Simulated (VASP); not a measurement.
# W (I4/mmm) in VASP: a series of runs

Runs on W. Level: PBE. Tasks: single point.

Program: VASP 6.6.1. These are calculated values, not measurements. Logs are shortened: lines on timing, memory, paths and dates and some standing lists are left out, and cuts for length are marked.

### 1 The cell of the first run

The structure is tetragonal, space group I4/mmm (No. 139). The conventional cell has a = 2.842 Å, b = 2.842 Å, c = 4.060 Å, α = 90.00°, β = 90.00°, γ = 90.00°. W (site symmetry 4/mmm) has 12 W at 2.84 to 2.86 Å within 3.7 Å.

### 2 Single point, PBE (equal xx and yy strain of -1 %)

Input file INCAR:

```
SYSTEM = W
ALGO = Normal ; EDIFF = 1E-6
ENCUT = 520 ; GGA = PE
ISIF = 2 ; ISMEAR = -1
LASPH = .True. ; LCHARG = .True.
LELF = .True. ; LREAL = .False.
LVHAR = .True. ; LWAVE = .False.
NBANDS = 13 ; NELM = 60
PREC = Accurate ; SIGMA = 0.05
```

Input file KPOINTS:

```
k-points
0
Gamma
  14 14 14
  0 0 0
```

Input file POSCAR:

```
W
1.0
    0.0000000000      2.0097000000      2.0300000000
    2.0097000000      0.0000000000      2.0300000000
    2.0097000000      2.0097000000      0.0000000000
W
1
Direct
    0.0000000000      0.0000000000      0.0000000000
```

Potentials or basis: VASP PAW PBE potentials, release 64 (W_sv).

Started as:

```sh
cat potpaw_PBE.64/W_sv/POTCAR > POTCAR
mpirun -np 1 vasp_std > vasp.out
```

OUTCAR:

```text
SYSTEM = W
   EDIFF = 1E-6
   ENCUT = 520
   GGA = PE
   ISIF = 2
   ISMEAR = -1
   LASPH = .True.
   LREAL = .False.
   NELM = 60
   PREC = Accurate

 ion  position               nearest neighbor table
   1  0.000  0.000  0.000-

  LATTYP: Found a body centered tetragonal cell.
 ALAT       =     2.8421449963
 C/A-ratio  =     1.4284985479

  Lattice vectors:

 A1 = (  -2.0097000000,   0.0000000000,   2.0300000000)
 A2 = (   2.0097000000,   0.0000000000,   2.0300000000)
 A3 = (   0.0000000000,   2.0097000000,  -2.0300000000)

Analysis of symmetry for initial positions (statically):
=====================================================================
 Subroutine PRICEL returns:
 Original cell was already a primitive cell.

 Routine SETGRP: Setting up the symmetry group for a
 body centered tetragonal supercell.

 Subroutine GETGRP returns: Found 16 space group operations
 (whereof 16 operations were pure point group operations)
 out of a pool of 16 trial point group operations.

The static configuration has the point symmetry D_4h.

Analysis of symmetry for dynamics (positions and initial velocities):
=====================================================================
 Subroutine PRICEL returns:
 Original cell was already a primitive cell.

 Routine SETGRP: Setting up the symmetry group for a
 body centered tetragonal supercell.

 Subroutine GETGRP returns: Found 16 space group operations
 (whereof 16 operations were pure point group operations)
 out of a pool of 16 trial point group operations.

The dynamic configuration has the point symmetry D_4h.

 Subroutine INISYM returns: Found 16 space group operations
 (whereof 16 operations are pure point group operations),
 and found     1 'primitive' translations

----------------------------------------------------------------------------------------

                                     Primitive cell

  volume of cell :      16.3979

  direct lattice vectors                    reciprocal lattice vectors
     0.000000000  2.009700000  2.030000000    -0.248793352  0.248793352  0.246305419
     2.009700000  0.000000000  2.030000000     0.248793352 -0.248793352  0.246305419
     2.009700000  2.009700000  0.000000000     0.248793352  0.248793352 -0.246305419

  length of vectors
     2.856535330  2.856535330  2.842144996     0.429491122  0.429491122  0.429491122

  position of ions in fractional coordinates (direct lattice)
     0.000000000  0.000000000  0.000000000

  ion indices of the primitive-cell ions
   primitive index   ion index
                 1           1

----------------------------------------------------------------------------------------

 KPOINTS: k-points

Automatic generation of k-mesh.
 Grid dimensions read from file:
 generate k-points for:   14   14   14

 Generating k-lattice:

  Cartesian coordinates                     Fractional coordinates (reciprocal lattice)
    -0.017770954  0.017770954  0.017593244     0.071428571  0.000000000  0.000000000
     0.017770954 -0.017770954  0.017593244     0.000000000  0.071428571  0.000000000
     0.017770954  0.017770954 -0.017593244     0.000000000  0.000000000  0.071428571

  Length of vectors
     0.030677937  0.030677937  0.030677937

  Shift w.r.t. Gamma in fractional coordinates (k-lattice)
     0.000000000  0.000000000  0.000000000

 Subroutine IBZKPT returns following result:
 ===========================================

 Found    244 irreducible k-points:

 Following reciprocal coordinates:
            Coordinates               Weight
  0.000000  0.000000  0.000000      1.000000
  0.071429  0.000000  0.000000      8.000000
  0.142857  0.000000  0.000000      8.000000
  0.214286  0.000000  0.000000      8.000000
  0.285714  0.000000  0.000000      8.000000
  0.357143  0.000000  0.000000      8.000000
[... 16 lines left out ...]
  0.214286  0.142857  0.000000      8.000000
  0.285714  0.142857  0.000000      8.000000
 [... further k-points ...]
   k-points           NKPTS =    244   k-points in BZ     NKDIM =    244   number of bands    NBANDS=     13
   number of dos      NEDOS =    301   number of ions     NIONS =      1
   total plane-waves  NPLWV =  13824
   dimension x,y,z NGX =    24 NGY =   24 NGZ =   24
   dimension x,y,z NGXF=    48 NGYF=   48 NGZF=   48
   ions per type =               1
   NGX,Y,Z   is equivalent  to a cutoff of  13.97, 13.97, 14.04 a.u.
   NGXF,Y,Z  is equivalent  to a cutoff of  27.94, 27.94, 28.08 a.u.
 SYSTEM =  W
   PREC   = accura    normal or accurate (medium, high low for compatibility)
   ISTART =      0    job   : 0-new  1-cont  2-samecut
   ICHARG =      2    charge: 1-file 2-atom 10-const
   ISPIN  =      1    spin polarized calculation?
   LNONCOLLINEAR =      F non collinear calculations
   LSORBIT =      F    spin-orbit coupling
   LASPH  =      T    aspherical Exc in radial PAW
   ENCUT  =  520.0 eV  38.22 Ry    6.18 a.u.   5.31  5.31  5.28*2*pi/ulx,y,z
   NELM   =     60;   NELMIN=  2; NELMDL= -5     # of ELM steps
   EDIFF  = 0.1E-05   stopping-criterion for ELM
   LREAL  =      F    real-space projection
   EDIFFG = 0.1E-04   stopping-criterion for IOM
   NSW    =      0    number of steps for IOM
   IBRION =     -1    ionic relax: 0-MD 1-quasi-New 2-CG
   NFREE  =      0    steps in history (QN), initial steepest desc. (CG)
   ISIF   =      2    stress and relaxation
   ISYM   =      2    0-nonsym 1-usesym 2-fastsym
   POTIM  = 0.5000    time-step for ionic-motion
   TEBEG  =    0.0;   TEEND  =   0.0 temperature during run
   PSTRESS=    0.0 pullay stress
   NELECT =      14.0000    total number of electrons
   NUPDOWN=      -1.0000    fix difference up-down
   EMIN   =  10.00;   EMAX   =-10.00  energy-range for DOS
   EFERMI =   0.00;   METHOD = LEGACY
   ISMEAR =    -1;   SIGMA  =   0.05  broadening in eV -4-tet -1-fermi 0-gaus
   EFERMI_NEDOS =   21; number of points for ismear=-14 and -15
   IALGO  =     38    algorithm
   IMIX   =      4    mixing-type and parameters
     AMIX     =   0.40;   BMIX     =  1.00
     AMIX_MAG =   1.60;   BMIX_MAG =  1.00
  volume/ion in A,a.u.               =      16.40       110.66
  Fermi-wavevector in a.u.,A,eV,Ry     =   1.553059  2.934856 32.817155  2.411993
  Thomas-Fermi vector in A             =   2.657345
   LORBIT       =      0    0 simple, 1 ext, 2 COOP (PROOUT), +10 PAW based schemes
   GGA     = PE    functional components
   LHFCALC =     F    Hartree Fock is set to
   AEXX    =    0.0000 exact exchange contribution
   IVDW    =     0    specifies the selected vdW correction
   LEPSILON=     F    determine dielectric tensor
   LRPA    =     F    only Hartree local field effects (RPA)
 non-spin polarized calculation
  energy-cutoff  :      520.00
  volume of cell :       16.40
 maximum number of plane-waves:       454
 NGX is ok and might be reduce to    24
   NGX = 11   NGY = 11   NGZ = 11

 number of electron      14.0000001 magnetization

 Free energy of the ion-electron system (eV)
  ---------------------------------------------------
  ext. energy  EPLUGINS =         0.00000000
  ---------------------------------------------------
  free energy    TOTEN  =       -12.47810681 eV

  energy without entropy =      -12.46783538  energy(sigma->0) =      -12.47297109

 E-fermi :  10.4857     XC(G=0): -13.4400

 val. band max:       10.4849174166   @ k =   0.2143   0.0000   0.0000
 cond. band min:      10.4866854230   @ k =  -0.4286   0.0714   0.1429
 fundamental gap:      0.0017680064
 Fermi energy:        10.4857405268

 k-point     1 :       0.0000    0.0000    0.0000
  band No.  band energies     occupation
      1     -63.1715      2.00000
      2     -26.8083      2.00000
      3     -26.7975      2.00000
      4     -26.7975      2.00000
      5       1.5037      2.00000
      6       9.8549      1.99999
      7       9.9872      1.99991
      8       9.9872      1.99991
      9      12.9694      0.00000
     10      13.1708      0.00000
     11      23.2893      0.00000
     12      28.2895      0.00000
     13      28.6227      0.00000

 k-point     2 :       0.0714    0.0000    0.0000
  band No.  band energies     occupation
      1     -63.1662      2.00000
      2     -26.8624      2.00000
      3     -26.8125      2.00000
      4     -26.8049      2.00000
      5       1.7276      2.00000
      6       9.7575      2.00000
      7      10.0155      1.99984
      8      10.0915      1.99925
      9      12.8799      0.00000
     10      13.0713      0.00000
     11      23.7376      0.00000
     12      27.5646      0.00000
     13      28.8267      0.00000

 k-point     3 :       0.1429    0.0000    0.0000
  band No.  band energies     occupation
      1     -63.1515      2.00000
      2     -27.0301      2.00000
      3     -26.8357      2.00000
      4     -26.8254      2.00000
      5       2.3582      2.00000
      6       9.3662      2.00000
      7      10.2386      1.98584
      8      10.3350      1.90641
      9      12.7343      0.00000
     10      12.8915      0.00000
     11      24.7647      0.00000
     12      26.1781      0.00000
     13      30.0019      0.00000
[... 305 lines left out ...]
 k-point    23 :       0.2143    0.1429    0.0000
  band No.  band energies     occupation
      1     -63.1298      2.00000
      2     -27.1792      2.00000
      3     -26.9132      2.00000
      4     -26.9079      2.00000
      5       3.3201      2.00000
      6       8.4527      2.00000
      7      10.6799      0.04031
      8      11.0395      0.00003
      9      11.6243      0.00000
     10      13.7462      0.00000
     11      26.3860      0.00000
     12      26.9199      0.00000
     13      29.7663      0.00000

 k-point    24 :       0.2857    0.1429    0.0000
  band No.  band energies     occupation
      1     -63.1092      2.00000
      2     -27.3847      2.00000
      3     -26.9504      2.00000
      4     -26.9487      2.00000
      5       4.2124      2.00000
      6       8.1902      2.00000
      7      10.0699      1.99951
      8      11.1709      0.00000
      9      12.4854      0.00000
     10      14.1601      0.00000
     11      25.1521      0.00000
     12      28.0449      0.00000
     13      30.3678      0.00000

 [... further k-points ...]
[... 5 lines left out ...]
  --------------------------------------------------------------------------------------
  -------------------------------------------------------------------------------------
  Total        0.0272067      0.0272067      0.3673313      0.0000000      0.0000000     -0.0000000
  in kB        2.6582629      2.6582629     35.8905466      0.0000000      0.0000000     -0.0000000
  external PRESSURE =      13.7356908 kB  Pullay stress =       0.0000000 kB

 VOLUME and BASIS-vectors are now :
 -----------------------------------------------------------------------------
  energy-cutoff  :      520.00
  volume of cell :       16.40
      direct lattice vectors                 reciprocal lattice vectors
     0.000000000  2.009700000  2.030000000    -0.248793352  0.248793352  0.246305419
     2.009700000  0.000000000  2.030000000     0.248793352 -0.248793352  0.246305419
     2.009700000  2.009700000  0.000000000     0.248793352  0.248793352 -0.246305419

 POSITION                                       TOTAL-FORCE (eV/Angst)
 -----------------------------------------------------------------------------------
      0.00000      0.00000      0.00000         0.000000      0.000000      0.000000
 -----------------------------------------------------------------------------------
    total drift:                               -0.000000      0.000000      0.000000

  FREE ENERGIE OF THE ION-ELECTRON SYSTEM (eV)
  ---------------------------------------------------
  free  energy   TOTEN  =       -12.4781068101 eV

  energy  without entropy=      -12.4678353753  energy(sigma->0) =      -12.47297109
```

It took 14 s on 1 thread of Intel Xeon 6975P-C (Granite Rapids), shared host; peak memory 0.18 GiB.

What came out:

```
Free energy            : -12.4781 eV
Pressure               : 1.4 GPa
Band gap on the k mesh : zero (band 7 reaches 13.62 eV, above the bottom of band 8 at 9.99 eV)
```

Stress tensor (GPa, compression positive):
```
0.27 0.00 0.00
0.00 0.27 0.00
0.00 0.00 3.59
```

Levels at points of the mesh, in eV from the Fermi level:
```
           k point  band 3  band 4  band 5  band 6  band 7  band 8  band 9  band 10  band 11  band 12
(0.00, 0.00, 0.00)  -37.28  -37.28   -8.98   -0.63   -0.50   -0.50    2.48     2.69    12.80    17.80
(0.50, 0.00, 0.00)  -37.45  -37.43   -5.59   -0.84   -0.69    0.65    5.02     5.11    10.32    12.43
(0.50, 0.50, 0.00)  -37.69  -37.69   -5.48   -4.49    2.93    5.04    5.79     5.79    11.87    11.87
(0.50, 0.00, 0.50)  -37.72  -37.70   -5.47   -4.52    3.13    5.02    5.72     5.88    11.63    11.79
```

Caveat: the cell differs from its parent crystal (equal xx and yy strain of -1 %); spin-orbit coupling is left out, which moves the levels of the heavy elements.

[end of part 1 of 2]
